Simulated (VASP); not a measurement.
# B (Fm-3m) in VASP: single point with LDA

Aim: the single point of B with LDA.

All numbers are computed with VASP 6.6.1; they aren't measurements. Logs are shortened: lines on timing, memory, paths and dates and some standing lists are left out, and cuts for length are marked.

## 1. The cell of the first run

Symmetry: Fm-3m, No. 225, cubic system. Conventional cell: a = 4.777 Å, b = 4.777 Å, c = 4.777 Å, α = 90.00°, β = 90.00°, γ = 90.00°. Within 4.4 Å of B (site symmetry m-3m) lie 12 B at 3.38 Å.

## 2. Single point, LDA

The input, INCAR:

```
SYSTEM = B
PREC = Accurate ; ENCUT = 520
EDIFF = 1E-7 ; ISMEAR = -1
SIGMA = 0.1 ; LREAL = .False.
LASPH = .True. ; NELM = 100
ALGO = Normal ; ISIF = 2
LWAVE = .False. ; LCHARG = .False.
NBANDS = 8
```

The input, KPOINTS:

```
regular mesh
0
Gamma
  6 6 6
  0 0 0
```

The input, POSCAR:

```
B
1.0
    0.0000000000      2.3885000000      2.3885000000
    2.3885000000      0.0000000000      2.3885000000
    2.3885000000      2.3885000000      0.0000000000
B
1
Direct
    0.0000000000      0.0000000000      0.0000000000
```

Potentials or basis: VASP PAW LDA potentials, release 64 (B).

The run is started by

```bash
$ cat potpaw_LDA.64/B/POTCAR > POTCAR
$ mpirun -np 1 vasp_std > vasp.out
```

OUTCAR:

```text
SYSTEM = B
   PREC = Accurate
   ENCUT = 520
   EDIFF = 1E-7
   ISMEAR = -1
   LREAL = .False.
   LASPH = .True.
   NELM = 100
   ISIF = 2

 ion  position               nearest neighbor table
   1  0.000  0.000  0.000-

  LATTYP: Found a face centered cubic cell.
 ALAT       =     4.7770000000

  Lattice vectors:

 A1 = (   0.0000000000,   2.3885000000,   2.3885000000)
 A2 = (   2.3885000000,   0.0000000000,   2.3885000000)
 A3 = (   2.3885000000,   2.3885000000,   0.0000000000)

Analysis of symmetry for initial positions (statically):
=====================================================================
 Subroutine PRICEL returns:
 Original cell was already a primitive cell.

 Routine SETGRP: Setting up the symmetry group for a
 face centered cubic supercell.

 Subroutine GETGRP returns: Found 48 space group operations
 (whereof 48 operations were pure point group operations)
 out of a pool of 48 trial point group operations.

The static configuration has the point symmetry O_h .

Analysis of symmetry for dynamics (positions and initial velocities):
=====================================================================
 Subroutine PRICEL returns:
 Original cell was already a primitive cell.

 Routine SETGRP: Setting up the symmetry group for a
 face centered cubic supercell.

 Subroutine GETGRP returns: Found 48 space group operations
 (whereof 48 operations were pure point group operations)
 out of a pool of 48 trial point group operations.

The dynamic configuration has the point symmetry O_h .

 Subroutine INISYM returns: Found 48 space group operations
 (whereof 48 operations are pure point group operations),
 and found     1 'primitive' translations

----------------------------------------------------------------------------------------

                                     Primitive cell

  volume of cell :      27.2525

  direct lattice vectors                    reciprocal lattice vectors
     0.000000000  2.388500000  2.388500000    -0.209336404  0.209336404  0.209336404
     2.388500000  0.000000000  2.388500000     0.209336404 -0.209336404  0.209336404
     2.388500000  2.388500000  0.000000000     0.209336404  0.209336404 -0.209336404

  length of vectors
     3.377849094  3.377849094  3.377849094     0.362581287  0.362581287  0.362581287

[... 68 lines left out ...]
   NELM   =    100;   NELMIN=  2; NELMDL= -5     # of ELM steps
   EDIFF  = 0.1E-06   stopping-criterion for ELM
   LREAL  =      F    real-space projection
   EDIFFG = 0.1E-05   stopping-criterion for IOM
   NSW    =      0    number of steps for IOM
   IBRION =     -1    ionic relax: 0-MD 1-quasi-New 2-CG
   NFREE  =      0    steps in history (QN), initial steepest desc. (CG)
   ISIF   =      2    stress and relaxation
   ISYM   =      2    0-nonsym 1-usesym 2-fastsym
   POTIM  = 0.5000    time-step for ionic-motion
   TEBEG  =    0.0;   TEEND  =   0.0 temperature during run
   PSTRESS=    0.0 pullay stress
   NELECT =       3.0000    total number of electrons
   NUPDOWN=      -1.0000    fix difference up-down
   EMIN   =  10.00;   EMAX   =-10.00  energy-range for DOS
   EFERMI =   0.00;   METHOD = LEGACY
   ISMEAR =    -1;   SIGMA  =   0.10  broadening in eV -4-tet -1-fermi 0-gaus
   EFERMI_NEDOS =   21; number of points for ismear=-14 and -15
   IALGO  =     38    algorithm
   IMIX   =      4    mixing-type and parameters
     AMIX     =   0.40;   BMIX     =  1.00
     AMIX_MAG =   1.60;   BMIX_MAG =  1.00
  volume/ion in A,a.u.               =      27.25       183.91
  Fermi-wavevector in a.u.,A,eV,Ry     =   0.784597  1.482673  8.375645  0.615593
  Thomas-Fermi vector in A             =   1.888762
   LORBIT       =      0    0 simple, 1 ext, 2 COOP (PROOUT), +10 PAW based schemes
   GGA     = CA    functional components
   LHFCALC =     F    Hartree Fock is set to
   AEXX    =    0.0000 exact exchange contribution
   IVDW    =     0    specifies the selected vdW correction
   LEPSILON=     F    determine dielectric tensor
   LRPA    =     F    only Hartree local field effects (RPA)
 non-spin polarized calculation
  energy-cutoff  :      520.00
  volume of cell :       27.25
 maximum number of plane-waves:       754
 NGX is ok and might be reduce to    28
   NGX = 13   NGY = 13   NGZ = 13

 number of electron       3.0000000 magnetization

 Free energy of the ion-electron system (eV)
  ---------------------------------------------------
  ext. energy  EPLUGINS =         0.00000000
  ---------------------------------------------------
  free energy    TOTEN  =        -2.24061055 eV

  energy without entropy =       -2.20433549  energy(sigma->0) =       -2.22247302

 E-fermi :  -1.4445     XC(G=0):  -7.5296

 val. band max:       -1.5588323824   @ k =   0.5000   0.3333   0.0000
 cond. band min:      -1.2860283109   @ k =  -0.3333   0.3333   0.0000
 fundamental gap:      0.2728040714
 Fermi energy:        -1.4444980333

 k-point     1 :       0.0000    0.0000    0.0000
  band No.  band energies     occupation
      1      -8.4244      2.00000
      2       2.5204      0.00000
      3       2.5204      0.00000
      4       2.5204      0.00000
      5       9.8103      0.00000
      6      14.0192      0.00000
      7      14.0192      0.00000
      8      14.0192      0.00000
[... 155 lines left out ...]
 k-point    16 :      -0.3333    0.5000    0.1667
  band No.  band energies     occupation
      1      -4.6617      2.00000
      2      -1.6576      1.78767
      3      -0.2477      0.00001
      4       0.2715      0.00000
      5       8.2010      0.00000
      6      10.2932      0.00000
      7      13.3280      0.00000
      8      15.7170      0.00000

------------------------ aborting loop because EDIFF is reached ----------------------------------------

  FORCE on cell =-STRESS in cart. coord.  units (eV):
  Direction    XX          YY          ZZ          XY          YZ          ZX
  --------------------------------------------------------------------------------------
  -------------------------------------------------------------------------------------
  Total       -2.1969131     -2.1969131     -2.1969131     -0.0000000      0.0000000     -0.0000000
  in kB     -129.1569321   -129.1569321   -129.1569321     -0.0000000      0.0000000     -0.0000000
  external PRESSURE =    -129.1569321 kB  Pullay stress =       0.0000000 kB

 VOLUME and BASIS-vectors are now :
 -----------------------------------------------------------------------------
  energy-cutoff  :      520.00
  volume of cell :       27.25
      direct lattice vectors                 reciprocal lattice vectors
     0.000000000  2.388500000  2.388500000    -0.209336404  0.209336404  0.209336404
     2.388500000  0.000000000  2.388500000     0.209336404 -0.209336404  0.209336404
     2.388500000  2.388500000  0.000000000     0.209336404  0.209336404 -0.209336404

 POSITION                                       TOTAL-FORCE (eV/Angst)
 -----------------------------------------------------------------------------------
      0.00000      0.00000      0.00000        -0.000000      0.000000     -0.000000
 -----------------------------------------------------------------------------------
    total drift:                                0.000000      0.000000      0.000000

  FREE ENERGIE OF THE ION-ELECTRON SYSTEM (eV)
  ---------------------------------------------------
  free  energy   TOTEN  =        -2.2406105505 eV

  energy  without entropy=       -2.2043354870  energy(sigma->0) =       -2.22247302
```

stdout:

```text
POSCAR found type information on POSCAR B
 POSCAR found :  1 types and       1 ions
 scaLAPACK will be used
 LDA part: xc-table for (Slater(with rela. corr.)+CA(PZ))
 , standard interpolation
 POSCAR, INCAR and KPOINTS ok, starting setup
 FFT: planning ... GRIDC
 FFT: planning ... GRID_SOFT
 FFT: planning ... GRID
 WAVECAR not read
 entering main loop
```

It took 2 s on 1 thread of Intel Xeon Platinum 8559C (Emerald Rapids), shared host; peak memory 0.12 GiB.

What came out:

* Free energy: -2.2406 eV
* Pressure: -12.9 GPa

Caveat: the k points lie up to 0.38 Å⁻¹ apart.
